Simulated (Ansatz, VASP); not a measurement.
## One calculation of C, two programs

File INCAR:

```
PREC     = Accurate       # precision mode
ENCUT    = 520            # plane-wave cutoff, eV
EDIFF    = 1E-6           # SCF threshold, eV
ISMEAR   = -1             # smearing method
SIGMA    = 0.02           # smearing width, eV
LREAL    = F              # projectors in reciprocal space
LASPH    = T              # aspherical terms in the spheres
NELM     = 60             # most SCF steps
ALGO     = Normal         # electronic algorithm
ISIF     = 2              # what is computed and relaxed
LWAVE    = F              # write WAVECAR
LCHARG   = F              # write CHGCAR
GGA      = PE             # functional
NBANDS   = 11             # bands
```

Contents of KPOINTS:

```
Automatic mesh
0
Gamma
  12 12 12
```

Contents of POSCAR:

```
C
1.0
    0.0000000000      1.7801241434      1.7801241434
    1.7801241434      0.0000000000      1.7801241434
    1.7801241434      1.7801241434      0.0000000000
C
2
Direct
    0.0000000000      0.0000000000      0.0000000000
    0.2500000000      0.2500000000      0.2500000000
```

Input for Ansatz:

```yaml
crystal:
  lattice:
    - [0.0, 1.7801241434, 1.7801241434]
    - [1.7801241434, 0.0, 1.7801241434]
    - [1.7801241434, 1.7801241434, 0.0]
  atoms:
    - { symbol: C, position: [0.0, 0.0, 0.0] }
    - { symbol: C, position: [0.25, 0.25, 0.25] }
kpoints:
  mp_grid: { grid: [12, 12, 12] }
  band_path:
    path:
      - [[0.0, 0.0, 0.0], [0.5, 0.0, 0.5], [0.625, 0.25, 0.625]]
      - [[0.375, 0.375, 0.75], [0.0, 0.0, 0.0], [0.5, 0.5, 0.5], [0.5, 0.25, 0.75], [0.5, 0.0, 0.5]]
    npoints: 10
hamiltonian:
  xc: pbe
scf:
  occupations: { method: fermi_dirac, width: 0.02 }
  n_extra_bands: 4
output:
  forces: true
  stress: true
  eigenvalues: true
```

Alike in both runs: task single point; functional PBE; k mesh 12 × 12 × 12; occupations fermi-dirac, width 0.02 eV; no spin polarisation.

```csv
,VASP,Ansatz
version,VASP 6.6.1,Ansatz 0.2.0
potentials or method,"VASP PAW PBE potentials, release 64 (C)","plane waves, PAW"
plane-wave cutoff (eV),520,420
valence electrons in the cell,8,8
```

```csv
,VASP,Ansatz,Ansatz less VASP
gap on the k mesh at the Fermi level (eV),4.17,4.17,+0.007
pressure (GPa),4.9,4.2,-0.70
```
